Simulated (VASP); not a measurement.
A run of VASP 6.6.1 is set up as follows.

The input INCAR:

```
PREC = Accurate
ENCUT = 520
EDIFF = 1E-6
ISMEAR = -1
SIGMA = 0.0284
LREAL = F
LASPH = T
NELM = 100
ALGO = Normal
ISIF = 2
LWAVE = F
LCHARG = T
GGA = PE
LELF = T
LVHAR = T
NBANDS = 20
```

File KPOINTS:

```
Automatic mesh
0
Gamma
  10 10 5
```

Contents of POSCAR:

```
CuI2
1.0
    3.9332629658      0.0000002778      0.0000000000
   -1.9666317235      3.4063055092      0.0000000000
    0.0000000000      0.0000000000      7.6436224026
Cu I
1 2
Direct
    0.0000000000      0.0000000000      0.0000000000
    0.3333333333      0.6666666667      0.7900456749
    0.6666666667      0.3333333333      0.2099543251
```

Potentials or basis: VASP PAW PBE potentials, release 64 (Cu, I).

Launch:

```bash
$ cat potpaw_PBE.64/Cu/POTCAR potpaw_PBE.64/I/POTCAR > POTCAR
$ mpirun -np 1 vasp_std > vasp.out
```

(1) Predict the largest force.

(2) What does it give for the band gap on the k mesh?

(3) Predict the pressure.

Answers

(1) 0.009 eV/Å.

(2) zero (an odd number of electrons rules out a gap without spin polarisation).

(3) 0.0 GPa.

Caveat: spin-orbit coupling is left out, which moves the levels of the heavy elements; this functional lacks dispersion, which binds the layers, so the pressure and a relaxed spacing across them are unreliable; an odd number of electrons without spin polarisation forces a metal; a magnetic or distorted state may lie lower.
